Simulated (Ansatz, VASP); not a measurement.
## MgS: VASP beside Ansatz

Contents of POSCAR:

```
MgS
1.0
    2.5372448208      2.5372448208      0.0000000000
   -2.5372448208      2.5372448208      0.0000000000
    0.0000000000      2.5372448208      2.5372448208
Mg S
1 1
Direct
    0.0000000000      0.0000000000      0.0000000000
    0.5000000000      0.5000000000      0.0000000000
```

INCAR.step1

```
PREC = Accurate
ENCUT = 520
ISMEAR = 0
SIGMA = 0.01
LREAL = F
LASPH = T
NELM = 100
NBANDS = 11
GGA = PE
ALGO = Normal
EDIFF = 1E-4
LWAVE = T
LCHARG = F
```

File INCAR.step2:

```
PREC = Accurate
ENCUT = 520
EDIFF = 1E-6
ISMEAR = 0
SIGMA = 0.01
LREAL = F
LASPH = T
NELM = 100
ALGO = Normal
ISIF = 2
LWAVE = F
LCHARG = T
METAGGA = R2SCAN
LMIXTAU = T
LELF = T
LVHAR = T
NBANDS = 11
ISTART = 1
```

File KPOINTS:

```
regular mesh
0
Gamma
  8 8 8
```

Input for Ansatz:

```yaml
crystal:
  lattice:
    - [2.53724482076, 2.53724482076, 0.0]
    - [-2.53724482076, 2.53724482076, 0.0]
    - [0.0, 2.53724482076, 2.53724482076]
  atoms:
    - { symbol: Mg, position: [0.0, 0.0, 0.0] }
    - { symbol: S, position: [0.5, 0.5, 0.0] }
kpoints:
  mp_grid: { grid: [8, 8, 8] }
scf:
  occupations: { method: fixed }
  convergence: { dr2_threshold: 1.0e-10 }
hamiltonian:
  xc: r2scan
  pseudopotentials: { kind: paw }
output:
  forces: true
  stress: true
  eigenstates:
    kpoints:
      - [0.0, 0.0, 0.0]
      - [-0.5, 0.5, 0.0]
      - [-0.5, -0.5, -0.5]
      - [0.0, 0.0, -0.5]
      - [0.0, -0.5, -0.5]
      - [0.0, 0.5, 0.0]
      - [-0.5, 0.0, 0.0]
      - [-0.5, 0.0, -0.5]
  eigenvalues: true
```

Alike in both runs: task single point; functional r2SCAN; k mesh 8 × 8 × 8; no spin polarisation.

|  | VASP | Ansatz |
| --- | --- | --- |
| version | VASP 6.6.1 | Ansatz 0.2.0 |
| potentials or method | VASP PAW PBE potentials, release 64 (Mg, S) | PAW with Ansatz's default frozen-core files, scalar-relativistic |
| plane-wave cutoff (eV) | 520 | 500 |
| occupations | gaussian, width 0.01 eV | fixed |
| valence electrons in the cell | 8 | 16 |

```tsv
	VASP	Ansatz	Ansatz less VASP
gap on the k mesh at the Fermi level (eV)	3.59	3.62	+0.025
pressure (GPa)	6.5	7.0	+0.52
```

VASP's potentials were made for PBE, not for r2SCAN. VASP's potentials hold 8 valence electrons a cell and Ansatz's 16, so a difference there can come from the potentials and not from the codes.
